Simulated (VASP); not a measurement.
Ga3Se, 4 atoms in the cell. Symmetry: Pm-3m, No. 221, cubic system. The conventional cell has a = 4.432 Å, b = 4.432 Å, c = 4.432 Å, α = 90.00°, β = 90.00°, γ = 90.00°. Within 4.1 Å of Se (site symmetry m-3m) lie 12 Ga at 3.13 Å. Within 4.1 Å of Ga (site symmetry 4/mmm) lie 4 Se at 3.13 Å and 8 Ga at 3.13 Å. 

```yaml
Program: VASP 6.6.1
Task: single point
Functional: PBE0
Potentials_or_basis: VASP PAW PBE potentials, release 64 (Se, Ga_d)
Cutoff: 520 eV
k_mesh: 4 × 4 × 4
Occupations: fermi-dirac, width 0.05 eV
Spin: no spin polarisation
Dipole_correction: no
Grid_for_exact_exchange_PRECFOCK: Normal
Further_INCAR_settings: ALGO = Normal; EDIFF = 1e-06; NBANDS = 30
Share_of_exact_exchange: 0.25
```

Potentials or basis: VASP PAW PBE potentials, release 64 (Se, Ga_d).

Launch:

```console
$ cat potpaw_PBE.64/Se/POTCAR potpaw_PBE.64/Ga_d/POTCAR > POTCAR
$ cp INCAR.step1 INCAR
$ mpirun -np 4 vasp_std > vasp.out
$ cp INCAR.step2 INCAR
$ mpirun -np 4 vasp_std > vasp.out
```

Hardware: 4 MPI ranks on Intel(R) Xeon(R) Platinum 8375C CPU @ 2.90GHz (Ice Lake) (shared host).

Estimate the wall time of this run.

Run time: 21 min on 4 MPI ranks on Intel(R) Xeon(R) Platinum 8375C CPU @ 2.90GHz (Ice Lake) (shared host), peak memory 0.25 GiB a rank. Counts: k points 10.
